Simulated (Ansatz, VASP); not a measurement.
# Two plane-wave programs on Ge

INCAR

```
PREC = Accurate
ENCUT = 520
EDIFF = 1E-6
ISMEAR = 0
SIGMA = 0.15
LREAL = F
LASPH = T
NELM = 60
ALGO = Normal
ISIF = 2
LWAVE = F
LCHARG = F
GGA = PS
NBANDS = 13
```

File KPOINTS:

```
regular mesh
0
Gamma
  20 20 18
```

POSCAR

```
Ge
1.0
    1.4320777250     -2.6655289000      0.0000000000
    1.4320777250      2.6655289000      0.0000000000
    0.0000000000      0.0000000000      2.6307752250
Ge
1
Direct
    0.5000000000      0.5000000000      0.0000000000
```

Input for Ansatz:

```yaml
crystal:
  lattice:
    - [1.432077725, -2.6655289, 0.0]
    - [1.432077725, 2.6655289, 0.0]
    - [0.0, 0.0, 2.630775225]
  atoms:
    - { symbol: Ge, position: [0.5, 0.5, 0.0] }
basis:
  ecutwfc: 420
kpoints:
  mp_grid: { grid: [20, 20, 18] }
hamiltonian:
  xc: pbesol
scf:
  occupations: { method: gaussian, width: 0.15 }
output:
  forces: true
  stress: true
  eigenvalues: true
```

Change from the starting cell: strain +0.025 along x and y, -0.025 along z, atoms carried along.

Alike in both runs: task single point; functional PBEsol; k mesh 20 × 20 × 18; occupations gaussian, width 0.15 eV; no spin polarisation.

```csv
,VASP,Ansatz
version,VASP 6.6.1,Ansatz 0.2.0
potentials or method,"VASP PAW PBE potentials, release 64 (Ge_d), cutoff 520 eV","scalar-relativistic, plane waves, PAW"
valence electrons in the cell,14,14
```

Ansatz gave:

* gap on the k mesh at the Fermi level (eV): none
* pressure (GPa): -5.1
* traceless stress, the component that is largest in VASP (GPa): 5.07

Q: Which values does VASP return?

A: gap on the k mesh at the Fermi level (eV): none; pressure (GPa): -5.3; traceless stress, the component that is largest in VASP (GPa): 5.02.

VASP's potentials were made for PBE, not for PBEsol. A gap of «none» marks a metal or a gap that the smearing closes. With one functional, cell and mesh, what is left measures potentials, basis and numerics.
